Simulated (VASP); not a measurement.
**Ge: single point with PBE exchange alone**

The system is Ge.

```
Ge
1.0
     0.00000    2.77116    2.77116
     2.77116    0.00000    2.77116
     2.77116    2.77116    0.00000
Ge
2
Direct
  0.75000 0.75000 0.75000
  0.50000 0.50000 0.50000
```

```json
{"Program": "VASP 6.6.1", "Task": "single point", "Functional": "PBE exchange alone", "Potentials or basis": "VASP PAW PBE potentials, release 64 (Ge_d)", "Cutoff": "520 eV", "k mesh": "8 × 8 × 8", "Occupations": "fermi-dirac, width 0.05 eV", "Spin": "no spin polarisation", "Dipole correction": "no", "Further INCAR settings": "ALGO = Normal; EDIFF = 1e-07; NBANDS = 21"}
```

```yaml
Pressure: 19.9 GPa
Band_gap_on_the_k_mesh: 0.39 eV, indirect (least direct gap 0.47 eV)
```

Levels at points of the mesh, in eV from the valence-band top:
```tsv
k point	band 11	band 12	band 13	band 14	band 15	band 16	band 17	band 18
(0.00, 0.00, 0.00)	-13.27	0.00	0.00	0.00	0.47	2.58	2.58	2.58
(0.50, 0.00, 0.00)	-11.05	-7.89	-1.51	-1.51	0.39	3.83	3.83	7.43
(0.50, 0.50, 0.00)	-9.16	-9.16	-3.28	-3.28	0.80	0.80	9.96	9.96
```

It took 32 s on 1 thread of Intel(R) Xeon(R) Platinum 8488C (Sapphire Rapids) (shared host), peak memory 0.17 GiB.

A k mesh can miss the band edges.
